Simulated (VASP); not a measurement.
# TaN (P6_3mc) in VASP: further runs

TaN is run at these levels: PBE+D3(BJ); tasks: single point, relaxation of cell and atoms.

All numbers are computed with VASP 6.6.1; they aren't measurements. Logs are shortened: lines on timing, memory, paths and dates and some standing lists are left out, and cuts for length are marked.

## 1. The cell of the first run

The structure is hexagonal, space group P6_3mc (No. 186). The conventional cell has a = 3.123 Å, b = 3.123 Å, c = 6.093 Å, α = 90.00°, β = 90.00°, γ = 120.00°. Ta (site symmetry 3m) has 4 N at 1.97 to 2.10 Å within 2.6 Å. Within 2.6 Å of N (site symmetry 3m) lie 4 Ta at 1.97 to 2.10 Å.

## 2. Single point, PBE+D3(BJ)

Input file INCAR:

```
SYSTEM = TaN
PREC = Accurate
ENCUT = 520
EDIFF = 1E-6
ISMEAR = 0
SIGMA = 0.1
LREAL = .False.
LASPH = .True.
NELM = 80
ALGO = Normal
ISIF = 2
LWAVE = .False.
LCHARG = .False.
GGA = PE
IVDW = 12
NBANDS = 24
```

Input file KPOINTS:

```
regular mesh
0
Gamma
  18 18 8
  0 0 0
```

Input file POSCAR:

```
TaN
1.0
    3.1229039288      0.0000000000      0.0000000000
   -1.5614519644      2.7045141359      0.0000000000
    0.0000000000      0.0000000000      6.0930476353
Ta N
2 2
Direct
    0.3333333333      0.6666666667      0.0310376262
    0.6666666667      0.3333333333      0.5310376262
    0.3333333333      0.6666666667      0.3539623738
    0.6666666667      0.3333333333      0.8539623738
```

Potentials or basis: VASP PAW PBE potentials, release 64 (Ta_pv, N).

Run with:

```bash
cat potpaw_PBE.64/Ta_pv/POTCAR potpaw_PBE.64/N/POTCAR > POTCAR
mpirun -np 1 vasp_std > vasp.out
```

OUTCAR:

```text
SYSTEM = TaN
   PREC = Accurate
   ENCUT = 520
   EDIFF = 1E-6
   ISMEAR = 0
   LREAL = .False.
   LASPH = .True.
   NELM = 80
   ISIF = 2
   GGA = PE
   IVDW = 12
 IVDW          = 12

 ion  position               nearest neighbor table
   1  0.333  0.667  0.031-   3 1.97   4 2.10   4 2.10   4 2.10   2 3.54   2 3.54   2 3.54   2 3.54
                             2 3.54   2 3.54
   2  0.667  0.333  0.531-   4 1.97   3 2.10   3 2.10   3 2.10   1 3.54   1 3.54   1 3.54   1 3.54
                             1 3.54   1 3.54
   3  0.333  0.667  0.354-   1 1.97   2 2.10   2 2.10   2 2.10
   4  0.667  0.333  0.854-   2 1.97   1 2.10   1 2.10   1 2.10

  LATTYP: Found a hexagonal cell.
 ALAT       =     3.1229039288
 C/A-ratio  =     1.9510839188

  Lattice vectors:

 A1 = (   3.1229039288,   0.0000000000,   0.0000000000)
 A2 = (  -1.5614519644,   2.7045141359,   0.0000000000)
 A3 = (   0.0000000000,   0.0000000000,   6.0930476353)

Analysis of symmetry for initial positions (statically):
=====================================================================
 Subroutine PRICEL returns:
 Original cell was already a primitive cell.

 Routine SETGRP: Setting up the symmetry group for a
 hexagonal supercell.

 Subroutine GETGRP returns: Found 12 space group operations
 (whereof  6 operations were pure point group operations)
 out of a pool of 24 trial point group operations.

The static configuration has the point symmetry C_3v.
 The point group associated with its full space group is C_6v.

Analysis of symmetry for dynamics (positions and initial velocities):
=====================================================================
 Subroutine PRICEL returns:
 Original cell was already a primitive cell.

 Routine SETGRP: Setting up the symmetry group for a
 hexagonal supercell.

 Subroutine GETGRP returns: Found 12 space group operations
 (whereof  6 operations were pure point group operations)
 out of a pool of 24 trial point group operations.

The dynamic configuration has the point symmetry C_3v.
 The point group associated with its full space group is C_6v.

 Subroutine INISYM returns: Found 12 space group operations
 (whereof  6 operations are pure point group operations),
 and found     1 'primitive' translations

----------------------------------------------------------------------------------------

                                     Primitive cell

  volume of cell :      51.4615

  direct lattice vectors                    reciprocal lattice vectors
     3.122903929  0.000000000  0.000000000     0.320214782  0.184876090  0.000000000
    -1.561451964  2.704514136  0.000000000     0.000000000  0.369752181  0.000000000
     0.000000000  0.000000000  6.093047635     0.000000000  0.000000000  0.164121481

  length of vectors
     3.122903929  3.122903929  6.093047635     0.369752181  0.369752181  0.164121481

  position of ions in fractional coordinates (direct lattice)
     0.333333333  0.666666667  0.031037626
     0.666666667  0.333333333  0.531037626
     0.333333333  0.666666667  0.353962374
     0.666666667  0.333333333  0.853962374

  ion indices of the primitive-cell ions
   primitive index   ion index
                 1           1
                 2           2
                 3           3
                 4           4

----------------------------------------------------------------------------------------

 KPOINTS: regular mesh

Automatic generation of k-mesh.
 Grid dimensions read from file:
 generate k-points for:   18   18    8

 Generating k-lattice:

  Cartesian coordinates                     Fractional coordinates (reciprocal lattice)
     0.017789710  0.010270894  0.000000000     0.055555556  0.000000000  0.000000000
     0.000000000  0.020541788  0.000000000     0.000000000  0.055555556  0.000000000
     0.000000000  0.000000000  0.020515185     0.000000000  0.000000000  0.125000000

  Length of vectors
     0.020541788  0.020541788  0.020515185

  Shift w.r.t. Gamma in fractional coordinates (k-lattice)
     0.000000000  0.000000000  0.000000000

 Subroutine IBZKPT returns following result:
 ===========================================

 Found    185 irreducible k-points:

 Following reciprocal coordinates:
            Coordinates               Weight
  0.000000  0.000000  0.000000      1.000000
  0.055556 -0.000000  0.000000      6.000000
  0.111111 -0.000000  0.000000      6.000000
  0.166667  0.000000  0.000000      6.000000
  0.222222  0.000000  0.000000      6.000000
  0.277778  0.000000  0.000000      6.000000
[... 16 lines left out ...]
  0.333333  0.111111  0.000000     12.000000
  0.388889  0.111111  0.000000     12.000000
 [... further k-points ...]
   k-points           NKPTS =    185   k-points in BZ     NKDIM =    185   number of bands    NBANDS=     24
   number of dos      NEDOS =    301   number of ions     NIONS =      4
   total plane-waves  NPLWV =  27648
   dimension x,y,z NGX =    24 NGY =   24 NGZ =   48
   dimension x,y,z NGXF=    48 NGYF=   48 NGZF=   96
   ions per type =               2   2
   NGX,Y,Z   is equivalent  to a cutoff of  12.78, 12.78, 13.10 a.u.
   NGXF,Y,Z  is equivalent  to a cutoff of  25.55, 25.55, 26.19 a.u.
 SYSTEM =  TaN
   PREC   = accura    normal or accurate (medium, high low for compatibility)
   ISTART =      0    job   : 0-new  1-cont  2-samecut
   ICHARG =      2    charge: 1-file 2-atom 10-const
   ISPIN  =      1    spin polarized calculation?
   LNONCOLLINEAR =      F non collinear calculations
   LSORBIT =      F    spin-orbit coupling
   LASPH  =      T    aspherical Exc in radial PAW
   ENCUT  =  520.0 eV  38.22 Ry    6.18 a.u.   5.81  5.81 11.33*2*pi/ulx,y,z
   NELM   =     80;   NELMIN=  2; NELMDL= -5     # of ELM steps
   EDIFF  = 0.1E-05   stopping-criterion for ELM
   LREAL  =      F    real-space projection
   EDIFFG = 0.1E-04   stopping-criterion for IOM
   NSW    =      0    number of steps for IOM
   IBRION =     -1    ionic relax: 0-MD 1-quasi-New 2-CG
   NFREE  =      0    steps in history (QN), initial steepest desc. (CG)
   ISIF   =      2    stress and relaxation
   ISYM   =      2    0-nonsym 1-usesym 2-fastsym
   POTIM  = 0.5000    time-step for ionic-motion
   TEBEG  =    0.0;   TEEND  =   0.0 temperature during run
   PSTRESS=    0.0 pullay stress
   NELECT =      32.0000    total number of electrons
   NUPDOWN=      -1.0000    fix difference up-down
   EMIN   =  10.00;   EMAX   =-10.00  energy-range for DOS
   EFERMI =   0.00;   METHOD = LEGACY
   ISMEAR =     0;   SIGMA  =   0.10  broadening in eV -4-tet -1-fermi 0-gaus
   EFERMI_NEDOS =   21; number of points for ismear=-14 and -15
   IALGO  =     38    algorithm
   IMIX   =      4    mixing-type and parameters
     AMIX     =   0.40;   BMIX     =  1.00
     AMIX_MAG =   1.60;   BMIX_MAG =  1.00
  volume/ion in A,a.u.               =      12.87        86.82
  Fermi-wavevector in a.u.,A,eV,Ry     =   1.397325  2.640561 26.565598  1.952516
  Thomas-Fermi vector in A             =   2.520592
   LORBIT       =      0    0 simple, 1 ext, 2 COOP (PROOUT), +10 PAW based schemes
   GGA     = PE    functional components
   LHFCALC =     F    Hartree Fock is set to
   AEXX    =    0.0000 exact exchange contribution
   IVDW    =    12    specifies the selected vdW correction
   LEPSILON=     F    determine dielectric tensor
   LRPA    =     F    only Hartree local field effects (RPA)
 non-spin polarized calculation
 Gauss-broadening in eV      SIGMA  =   0.10
  energy-cutoff  :      520.00
  volume of cell :       51.46
 maximum number of plane-waves:      1408
 NGX is ok and might be reduce to    24
   NGX = 11   NGY = 11   NGZ = 23

 number of electron      31.9999995 magnetization

 Free energy of the ion-electron system (eV)
  ---------------------------------------------------
  ext. energy  EPLUGINS =         0.00000000
  ---------------------------------------------------
  free energy    TOTEN  =       -43.35782329 eV

  energy without entropy =      -43.35399691  energy(sigma->0) =      -43.35591010

 E-fermi :   6.6231     XC(G=0): -12.2081

 val. band max:        6.6029302262   @ k =   0.1111  -0.0000   0.1250
 cond. band min:       6.6280314247   @ k =   0.0556  -0.0000   0.3750
 fundamental gap:      0.0251011985
 Fermi energy:         6.6231414587

 k-point     1 :       0.0000    0.0000    0.0000
  band No.  band energies     occupation
      1     -28.9814      2.00000
      2     -28.6333      2.00000
      3     -28.3641      2.00000
      4     -28.3641      2.00000
      5     -28.3356      2.00000
      6     -28.3356      2.00000
[... 16 lines left out ...]
     23      11.8633      0.00000
     24      13.2343      0.00000

 k-point     2 :       0.0556   -0.0000    0.0000
  band No.  band energies     occupation
      1     -28.9764      2.00000
      2     -28.6328      2.00000
      3     -28.3820      2.00000
      4     -28.3685      2.00000
      5     -28.3542      2.00000
      6     -28.3393      2.00000
[... 16 lines left out ...]
     23      12.0761      0.00000
     24      13.0214      0.00000

 k-point     3 :       0.1111   -0.0000    0.0000
  band No.  band energies     occupation
      1     -28.9618      2.00000
      2     -28.6314      2.00000
      3     -28.4333      2.00000
      4     -28.4074      2.00000
      5     -28.3811      2.00000
      6     -28.3500      2.00000
[... 16 lines left out ...]
     23      12.6453      0.00000
     24      12.7353      0.00000
[... 514 lines left out ...]
 k-point    23 :       0.3333    0.1111    0.0000
  band No.  band energies     occupation
      1     -28.8852      2.00000
      2     -28.8460      2.00000
      3     -28.7685      2.00000
      4     -28.6411      2.00000
      5     -28.5271      2.00000
      6     -28.4848      2.00000
[... 16 lines left out ...]
     23      12.4787      0.00000
     24      12.6785      0.00000

 k-point    24 :       0.3889    0.1111    0.0000
  band No.  band energies     occupation
      1     -28.9201      2.00000
      2     -28.8843      2.00000
      3     -28.7543      2.00000
      4     -28.6493      2.00000
      5     -28.5426      2.00000
      6     -28.4985      2.00000
[... 16 lines left out ...]
     23      11.9672      0.00000
     24      12.7494      0.00000

 [... further k-points ...]

------------------------ aborting loop because EDIFF is reached ----------------------------------------

 Edisp (eV)   -1.56058

 E8    (eV) :    -0.7225

  FORCE on cell =-STRESS in cart. coord.  units (eV):
  Direction    XX          YY          ZZ          XY          YZ          ZX
  --------------------------------------------------------------------------------------
  -------------------------------------------------------------------------------------
  Total       0.12910     0.12910     0.32818    -0.00000     0.00000     0.00000
  in kB       4.01938     4.01938    10.21753    -0.00000     0.00000     0.00000
  external pressure =        6.09 kB  Pullay stress =        0.00 kB

 VOLUME and BASIS-vectors are now :
 -----------------------------------------------------------------------------
  energy-cutoff  :      520.00
  volume of cell :       51.46
      direct lattice vectors                 reciprocal lattice vectors
     3.122903929  0.000000000  0.000000000     0.320214782  0.184876090  0.000000000
    -1.561451964  2.704514136  0.000000000     0.000000000  0.369752181  0.000000000
     0.000000000  0.000000000  6.093047635     0.000000000  0.000000000  0.164121481

 POSITION                                       TOTAL-FORCE (eV/Angst)
 -----------------------------------------------------------------------------------
     -0.00000      1.80301      0.18911         0.000000     -0.000000     -0.024914
      1.56145      0.90150      3.23564        -0.000000      0.000000     -0.024914
     -0.00000      1.80301      2.15671         0.000000      0.000000      0.024914
      1.56145      0.90150      5.20323        -0.000000     -0.000000      0.024914
 -----------------------------------------------------------------------------------
    total drift:                               -0.000000      0.000000      0.000243

  FREE ENERGIE OF THE ION-ELECTRON SYSTEM (eV)
  ---------------------------------------------------
  free  energy   TOTEN  =       -44.9184017138 eV

  energy  without entropy=      -44.9145753316  energy(sigma->0) =      -44.91648852
```

Wall time 4.5 min (1 thread of Intel Xeon 8259CL, shared host); peak memory 0.33 GiB.

Results:

* Free energy: -44.9184 eV
* Pressure: 0.6 GPa
* Largest force: 0.025 eV/Å
* Band gap on the k mesh: zero (bands 16 and 17 overlap by 0.39 eV)
* Dispersion energy per atom: -0.390 eV

Forces on the atoms (eV/Å):
```
Ta   0.000  0.000 -0.025
Ta   0.000  0.000 -0.025
N    0.000  0.000  0.025
N    0.000  0.000  0.025
```

Stress tensor (GPa, compression positive):
```
0.40 0.00 0.00
0.00 0.40 0.00
0.00 0.00 1.02
```

Levels at points of the mesh, in eV from the Fermi level:
| k point | band 13 | band 14 | band 15 | band 16 | band 17 | band 18 | band 19 | band 20 |
| --- | --- | --- | --- | --- | --- | --- | --- | --- |
| (0.00, 0.00, 0.00) | -4.49 | -4.49 | -0.83 | -0.74 | 0.17 | 0.17 | 2.24 | 2.24 |
| (0.50, 0.00, 0.00) | -4.78 | -3.67 | -2.36 | -0.49 | 1.18 | 2.22 | 2.70 | 3.52 |
| (0.00, 0.00, 0.50) | -4.98 | -4.98 | 0.16 | 0.16 | 0.99 | 0.99 | 0.99 | 0.99 |
| (0.50, 0.00, 0.50) | -4.79 | -4.79 | -0.97 | -0.97 | 1.51 | 1.51 | 3.41 | 3.41 |

Caveat: spin-orbit coupling is left out, which moves the levels of the heavy elements.

(Part 1 of 2 ends here.)

The gap in the log of VASP goes by the Fermi energy; the results here count the filled bands.